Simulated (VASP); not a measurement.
# TiB (F-43m) in VASP: further runs

Runs on TiB. Level: LDA. Tasks: electric field gradients.

Everything below comes from runs of VASP 6.6.1. Logs are shortened: lines on timing, memory, paths and dates and some standing lists are left out, and cuts for length are marked.

## 1. The cell of the first run

The structure is cubic, space group F-43m (No. 216). The conventional cell has a = 4.230 Å, b = 4.230 Å, c = 4.230 Å, α = 90.00°, β = 90.00°, γ = 90.00°. Ti (site symmetry -43m) has 4 B at 1.83 Å within 2.4 Å. B (site symmetry -43m) has 4 Ti at 1.83 Å within 2.4 Å.

## 2. Electric field gradients, LDA (volume scaled by 1.02)

Contents of INCAR:

```
PREC     = Accurate       # precision mode
ENCUT    = 520            # plane-wave cutoff, eV
EDIFF    = 1E-8           # SCF threshold, eV
ISMEAR   = -1             # smearing method
SIGMA    = 0.05           # smearing width, eV
LREAL    = False          # projectors in reciprocal space
LASPH    = True           # aspherical terms in the spheres
NELM     = 60             # most SCF steps
ALGO     = Normal         # electronic algorithm
ISIF     = 2              # what is computed and relaxed
LWAVE    = False          # write WAVECAR
LCHARG   = False          # write CHGCAR
GGA      = CA             # functional
LEFG     = True         
NBANDS   = 14             # bands
```

Contents of KPOINTS:

```
regular mesh
0
Gamma
  13 13 13
```

Contents of POSCAR:

```
TiB
1.0
    0.0000000000      2.1149143128      2.1149143128
    2.1149143128      0.0000000000      2.1149143128
    2.1149143128      2.1149143128      0.0000000000
Ti B
1 1
Direct
    0.7500000000      0.7500000000      0.7500000000
    0.0000000000      0.0000000000      0.0000000000
```

Potentials or basis: VASP PAW LDA potentials, release 64 (Ti_sv, B).

Run with:

```console
> cat potpaw_LDA.64/Ti_sv/POTCAR potpaw_LDA.64/B/POTCAR > POTCAR
> mpirun -np 1 vasp_std > vasp.out
```

OUTCAR:

```text
PREC = Accurate
   ENCUT = 520
   EDIFF = 1E-8
   ISMEAR = -1
   LREAL = False
   LASPH = True
   NELM = 60
   ISIF = 2
   GGA = CA

 ion  position               nearest neighbor table
   1  0.750  0.750  0.750-   2 1.83   2 1.83   2 1.83   2 1.83
   2  0.000  0.000  0.000-   1 1.83   1 1.83   1 1.83   1 1.83

  LATTYP: Found a face centered cubic cell.
 ALAT       =     4.2298286256

  Lattice vectors:

 A1 = (   0.0000000000,   2.1149143128,   2.1149143128)
 A2 = (   2.1149143128,   0.0000000000,   2.1149143128)
 A3 = (   2.1149143128,   2.1149143128,   0.0000000000)

Analysis of symmetry for initial positions (statically):
=====================================================================
 Subroutine PRICEL returns:
 Original cell was already a primitive cell.

 Routine SETGRP: Setting up the symmetry group for a
 face centered cubic supercell.

 Subroutine GETGRP returns: Found 24 space group operations
 (whereof 24 operations were pure point group operations)
 out of a pool of 48 trial point group operations.

The static configuration has the point symmetry T_d .

Analysis of symmetry for dynamics (positions and initial velocities):
=====================================================================
 Subroutine PRICEL returns:
 Original cell was already a primitive cell.

 Routine SETGRP: Setting up the symmetry group for a
 face centered cubic supercell.

 Subroutine GETGRP returns: Found 24 space group operations
 (whereof 24 operations were pure point group operations)
 out of a pool of 48 trial point group operations.

The dynamic configuration has the point symmetry T_d .

 Subroutine INISYM returns: Found 24 space group operations
 (whereof 24 operations are pure point group operations),
 and found     1 'primitive' translations

----------------------------------------------------------------------------------------

                                     Primitive cell

  volume of cell :      18.9194

  direct lattice vectors                    reciprocal lattice vectors
     0.000000000  2.114914313  2.114914313    -0.236416198  0.236416198  0.236416198
     2.114914313  0.000000000  2.114914313     0.236416198 -0.236416198  0.236416198
     2.114914313  2.114914313  0.000000000     0.236416198  0.236416198 -0.236416198

  length of vectors
[... 133 lines left out ...]
 fundamental gap:      0.0321733639
 Fermi energy:         8.9282877538

 k-point     1 :       0.0000    0.0000    0.0000
  band No.  band energies     occupation
      1     -45.2872      2.00000
      2     -21.7687      2.00000
      3     -21.7687      2.00000
      4     -21.7687      2.00000
      5       0.1388      2.00000
      6       7.0729      2.00000
      7       7.0729      2.00000
      8       7.0729      2.00000
      9      12.1290      0.00000
     10      12.1290      0.00000
     11      21.1529      0.00000
     12      21.5058      0.00000
     13      21.5058      0.00000
     14      21.5058      0.00000
[... 377 lines left out ...]
      1     -45.1719      2.00000
      2     -22.4242      2.00000
      3     -21.9591      2.00000
      4     -21.9217      2.00000
      5       3.6265      2.00000
      6       6.2210      2.00000
      7       7.7207      2.00000
      8       8.2437      2.00000
      9      12.2008      0.00000
     10      13.1143      0.00000
     11      14.8346      0.00000
     12      18.3356      0.00000
     13      19.3222      0.00000
     14      22.3659      0.00000

 [... further k-points ...]

------------------------ aborting loop because EDIFF is reached ----------------------------------------

  FORCE on cell =-STRESS in cart. coord.  units (eV):
  Direction    XX          YY          ZZ          XY          YZ          ZX
  --------------------------------------------------------------------------------------
  -------------------------------------------------------------------------------------
  Total       11.5138638     11.5138638     11.5138638      0.0000000      0.0000000      0.0000000
  in kB      975.0420512    975.0420512    975.0420512      0.0000000      0.0000000      0.0000000
  external PRESSURE =     975.0420512 kB  Pullay stress =       0.0000000 kB

 VOLUME and BASIS-vectors are now :
 -----------------------------------------------------------------------------
  energy-cutoff  :      520.00
  volume of cell :       18.92
      direct lattice vectors                 reciprocal lattice vectors
     0.000000000  2.114914313  2.114914313    -0.236416198  0.236416198  0.236416198
     2.114914313  0.000000000  2.114914313     0.236416198 -0.236416198  0.236416198
     2.114914313  2.114914313  0.000000000     0.236416198  0.236416198 -0.236416198

 POSITION                                       TOTAL-FORCE (eV/Angst)
 -----------------------------------------------------------------------------------
      3.17237      3.17237      3.17237        -0.000000      0.000000      0.000000
      0.00000      0.00000      0.00000         0.000000     -0.000000     -0.000000
 -----------------------------------------------------------------------------------
    total drift:                                0.000001      0.000001      0.000001

  FREE ENERGIE OF THE ION-ELECTRON SYSTEM (eV)
  ---------------------------------------------------
  free  energy   TOTEN  =       -12.2480330881 eV

  energy  without entropy=      -12.2405666521  energy(sigma->0) =      -12.24429987

 Electric field gradients (V/A^2)
---------------------------------------------------------------------
 ion       V_xx      V_yy      V_zz      V_xy      V_xz      V_yz
---------------------------------------------------------------------
   1      -0.000     0.000    -0.000     0.001     0.001     0.001
   2       0.000    -0.000    -0.000     0.000     0.000     0.000
---------------------------------------------------------------------

 Electric field gradients after diagonalization (V/A^2)
 (convention: |V_zz| > |V_xx| > |V_yy|)
----------------------------------------------------------------------
 ion       V_xx      V_yy      V_zz     asymmetry (V_yy - V_xx)/ V_zz
----------------------------------------------------------------------
   1      -0.001    -0.001     0.002       0.000
   2      -0.000    -0.000     0.000       0.000
----------------------------------------------------------------------

           NMR quadrupolar parameters

 Cq : quadrupolar parameter    Cq=e*Q*V_zz/h
 eta: asymmetry parameters     (V_yy - V_xx)/ V_zz
 Q  : nuclear electric quadrupole moment in mb (millibarn)
----------------------------------------------------------------------
 ion       Cq(MHz)       eta       Q (mb)
----------------------------------------------------------------------
   1       0.000       0.000       1.000
   2       0.000       0.000       1.000
----------------------------------------------------------------------
```

OSZICAR:

```text
N       E                     dE             d eps       ncg     rms          rms(c)
DAV:   1     0.122765813118E+03    0.12277E+03   -0.78449E+03  2352   0.130E+03
DAV:   2    -0.546628723822E+01   -0.12823E+03   -0.12153E+03  2442   0.336E+02
DAV:   3    -0.145662301730E+02   -0.90999E+01   -0.88274E+01  3408   0.849E+01
DAV:   4    -0.151449975528E+02   -0.57877E+00   -0.57820E+00  2790   0.159E+01
DAV:   5    -0.151542961591E+02   -0.92986E-02   -0.92978E-02  3200   0.200E+00    0.234E+01
DAV:   6    -0.121529525524E+02    0.30013E+01   -0.65336E+00  3294   0.401E+01    0.537E+00
DAV:   7    -0.121931161773E+02   -0.40164E-01   -0.80035E-01  2376   0.101E+01    0.487E+00
DAV:   8    -0.122407598077E+02   -0.47644E-01   -0.11864E-01  3490   0.281E+00    0.114E+00
DAV:   9    -0.122481370453E+02   -0.73772E-02   -0.13966E-02  2364   0.113E+00    0.209E-01
DAV:  10    -0.122480835453E+02    0.53500E-04   -0.24373E-03  2894   0.493E-01    0.181E-01
DAV:  11    -0.122480312253E+02    0.52320E-04   -0.42840E-04  2400   0.214E-01    0.102E-01
DAV:  12    -0.122480327482E+02   -0.15229E-05   -0.76738E-05  2976   0.103E-01    0.561E-03
DAV:  13    -0.122480328785E+02   -0.13030E-06   -0.72456E-06  2444   0.212E-02    0.309E-03
DAV:  14    -0.122480330859E+02   -0.20735E-06   -0.95717E-07  2768   0.752E-03    0.142E-03
DAV:  15    -0.122480330881E+02   -0.21876E-08   -0.61658E-08  2504   0.244E-03
   1 F= -.12248033E+02 E0= -.12244300E+02  d E =-.746644E-02
```

Wall time 14 s (1 thread of Intel Xeon Platinum 8375C at 2.90GHz (Ice Lake), shared host); peak memory 0.14 GiB.

Results:

```yaml
Free_energy: -12.2480 eV
Pressure: 97.5 GPa
```

Caveat: without QUAD_EFG the Cq values of the log hold for a quadrupole moment of 1 mb, not for the nuclei.

## 3. Electric field gradients, LDA (volume scaled by 1.02)

Contents of INCAR:

```
SYSTEM = TiB
PREC     = Accurate       ! precision mode
ENCUT    = 520            ! plane-wave cutoff, eV
EDIFF    = 1E-8           ! SCF threshold, eV
ISMEAR   = -1             ! smearing method
SIGMA    = 0.05           ! smearing width, eV
LREAL    = .False.        ! projectors in reciprocal space
LASPH    = .True.         ! aspherical terms in the spheres
NELM     = 60             ! most SCF steps
ALGO     = Normal         ! electronic algorithm
ISIF     = 2              ! what is computed and relaxed
LWAVE    = .False.        ! write WAVECAR
LCHARG   = .False.        ! write CHGCAR
LEFG     = .True.       
NBANDS   = 14             ! bands
```

Contents of KPOINTS:

```
regular mesh
0
Gamma
  13 13 13
  0 0 0
```

POSCAR is that of step 2.

Potentials or basis: VASP PAW LDA potentials, release 64 (Ti_sv, B).

Run with:

```console
> cat potpaw_LDA.64/Ti_sv/POTCAR potpaw_LDA.64/B/POTCAR > POTCAR
> mpirun -np 1 vasp_std > vasp.out
```

OUTCAR:

```text
SYSTEM = TiB
   PREC = Accurate
   ENCUT = 520
   EDIFF = 1E-8
   ISMEAR = -1
   LREAL = .False.
   LASPH = .True.
   NELM = 60
   ISIF = 2

 ion  position               nearest neighbor table
   1  0.750  0.750  0.750-   2 1.83   2 1.83   2 1.83   2 1.83
   2  0.000  0.000  0.000-   1 1.83   1 1.83   1 1.83   1 1.83

  LATTYP: Found a face centered cubic cell.
 ALAT       =     4.2298286256

  Lattice vectors:

 A1 = (   0.0000000000,   2.1149143128,   2.1149143128)
 A2 = (   2.1149143128,   0.0000000000,   2.1149143128)
 A3 = (   2.1149143128,   2.1149143128,   0.0000000000)

Analysis of symmetry for initial positions (statically):
=====================================================================
 Subroutine PRICEL returns:
 Original cell was already a primitive cell.

 Routine SETGRP: Setting up the symmetry group for a
 face centered cubic supercell.

[... 595 lines left out ...]
  volume of cell :       18.92
      direct lattice vectors                 reciprocal lattice vectors
     0.000000000  2.114914313  2.114914313    -0.236416198  0.236416198  0.236416198
     2.114914313  0.000000000  2.114914313     0.236416198 -0.236416198  0.236416198
     2.114914313  2.114914313  0.000000000     0.236416198  0.236416198 -0.236416198

 POSITION                                       TOTAL-FORCE (eV/Angst)
 -----------------------------------------------------------------------------------
      3.17237      3.17237      3.17237        -0.000000      0.000000      0.000000
      0.00000      0.00000      0.00000         0.000000     -0.000000     -0.000000
 -----------------------------------------------------------------------------------
    total drift:                                0.000001      0.000001      0.000001

  FREE ENERGIE OF THE ION-ELECTRON SYSTEM (eV)
  ---------------------------------------------------
  free  energy   TOTEN  =       -12.2480330881 eV

  energy  without entropy=      -12.2405666521  energy(sigma->0) =      -12.24429987

 Electric field gradients (V/A^2)
---------------------------------------------------------------------
 ion       V_xx      V_yy      V_zz      V_xy      V_xz      V_yz
---------------------------------------------------------------------
   1      -0.000     0.000    -0.000     0.001     0.001     0.001
   2       0.000    -0.000    -0.000     0.000     0.000     0.000
---------------------------------------------------------------------

 Electric field gradients after diagonalization (V/A^2)
 (convention: |V_zz| > |V_xx| > |V_yy|)
----------------------------------------------------------------------
 ion       V_xx      V_yy      V_zz     asymmetry (V_yy - V_xx)/ V_zz
----------------------------------------------------------------------
   1      -0.001    -0.001     0.002       0.000
   2      -0.000    -0.000     0.000       0.000
----------------------------------------------------------------------

           NMR quadrupolar parameters

 Cq : quadrupolar parameter    Cq=e*Q*V_zz/h
 eta: asymmetry parameters     (V_yy - V_xx)/ V_zz
 Q  : nuclear electric quadrupole moment in mb (millibarn)
----------------------------------------------------------------------
 ion       Cq(MHz)       eta       Q (mb)
----------------------------------------------------------------------
   1       0.000       0.000       1.000
   2       0.000       0.000       1.000
----------------------------------------------------------------------
```

stdout:

```text
POSCAR found type information on POSCAR TiB
 POSCAR found :  2 types and       2 ions
 scaLAPACK will be used
 LDA part: xc-table for (Slater(with rela. corr.)+CA(PZ))
 , standard interpolation
 POSCAR, INCAR and KPOINTS ok, starting setup
 FFT: planning ... GRIDC
 FFT: planning ... GRID_SOFT
 FFT: planning ... GRID
 WAVECAR not read
 entering main loop
ion   1

ion   2
```

Run time: 17 s. Hardware: 1 thread of Intel Xeon Platinum 8375C at 2.90GHz (Ice Lake), shared host; peak memory 0.14 GiB.

Results:

* Free energy: -12.2480 eV
* Pressure: 97.5 GPa

Levels at points of the mesh, in eV from the Fermi level:
```csv
k point,band 6,band 7,band 8,band 9,band 10,band 11
"(0.00, 0.00, 0.00)",-1.86,-1.86,-1.86,3.20,3.20,12.22
```

Caveat: without QUAD_EFG the Cq values of the log hold for a quadrupole moment of 1 mb, not for the nuclei.

## 4. Electric field gradients, LDA (volume scaled by 1.04)

Contents of INCAR:

```
SYSTEM = TiB
PREC = Accurate
ENCUT = 520
EDIFF = 1E-8
ISMEAR = -1
SIGMA = 0.05
LREAL = .FALSE.
LASPH = .TRUE.
NELM = 100
ALGO = Normal
ISIF = 2
LWAVE = .FALSE.
LCHARG = .FALSE.
GGA = CA
LEFG = .TRUE.
NBANDS = 14
```

Contents of KPOINTS:

```
regular mesh
0
G
  13 13 13
  0 0 0
```

Contents of POSCAR:

```
TiB
1.0
    0.0000000000      2.1286479074      2.1286479074
    2.1286479074      0.0000000000      2.1286479074
    2.1286479074      2.1286479074      0.0000000000
Ti B
1 1
Direct
    0.7500000000      0.7500000000      0.7500000000
    0.0000000000      0.0000000000      0.0000000000
```

Potentials or basis: VASP PAW LDA potentials, release 64 (Ti_sv, B).

Run with:

```console
> cat potpaw_LDA.64/Ti_sv/POTCAR potpaw_LDA.64/B/POTCAR > POTCAR
> mpirun -np 1 vasp_std > vasp.out
```

OUTCAR:

```text
SYSTEM = TiB
   PREC = Accurate
   ENCUT = 520
   EDIFF = 1E-8
   ISMEAR = -1
   LREAL = .FALSE.
   LASPH = .TRUE.
   NELM = 100
   ISIF = 2
   GGA = CA

 ion  position               nearest neighbor table
   1  0.750  0.750  0.750-   2 1.84   2 1.84   2 1.84   2 1.84
   2  0.000  0.000  0.000-   1 1.84   1 1.84   1 1.84   1 1.84

  LATTYP: Found a face centered cubic cell.
 ALAT       =     4.2572958148

  Lattice vectors:

 A1 = (   0.0000000000,   2.1286479074,   2.1286479074)
 A2 = (   2.1286479074,   0.0000000000,   2.1286479074)
[... 619 lines left out ...]
  ---------------------------------------------------
  free  energy   TOTEN  =       -12.4652695357 eV

  energy  without entropy=      -12.4576652747  energy(sigma->0) =      -12.46146741

 Electric field gradients (V/A^2)
---------------------------------------------------------------------
 ion       V_xx      V_yy      V_zz      V_xy      V_xz      V_yz
---------------------------------------------------------------------
   1      -0.000    -0.000     0.000     0.001     0.001     0.001
   2       0.000     0.000     0.000     0.000     0.000     0.000
---------------------------------------------------------------------

 Electric field gradients after diagonalization (V/A^2)
 (convention: |V_zz| > |V_xx| > |V_yy|)
----------------------------------------------------------------------
 ion       V_xx      V_yy      V_zz     asymmetry (V_yy - V_xx)/ V_zz
----------------------------------------------------------------------
   1      -0.001    -0.001     0.002       0.000
   2      -0.000    -0.000     0.000       0.000
----------------------------------------------------------------------

           NMR quadrupolar parameters

 Cq : quadrupolar parameter    Cq=e*Q*V_zz/h
 eta: asymmetry parameters     (V_yy - V_xx)/ V_zz
 Q  : nuclear electric quadrupole moment in mb (millibarn)
----------------------------------------------------------------------
 ion       Cq(MHz)       eta       Q (mb)
----------------------------------------------------------------------
   1       0.000       0.000       1.000
   2       0.000       0.000       1.000
----------------------------------------------------------------------
```

Run time: 15 s. Hardware: 1 thread of Intel Xeon Platinum 8375C at 2.90GHz (Ice Lake), shared host; peak memory 0.14 GiB.

What came out:

```yaml
Free_energy: -12.4653 eV
Pressure: 90.0 GPa
```

Caveat: without QUAD_EFG the Cq values of the log hold for a quadrupole moment of 1 mb, not for the nuclei.

(Part 1 of 2 ends here.)
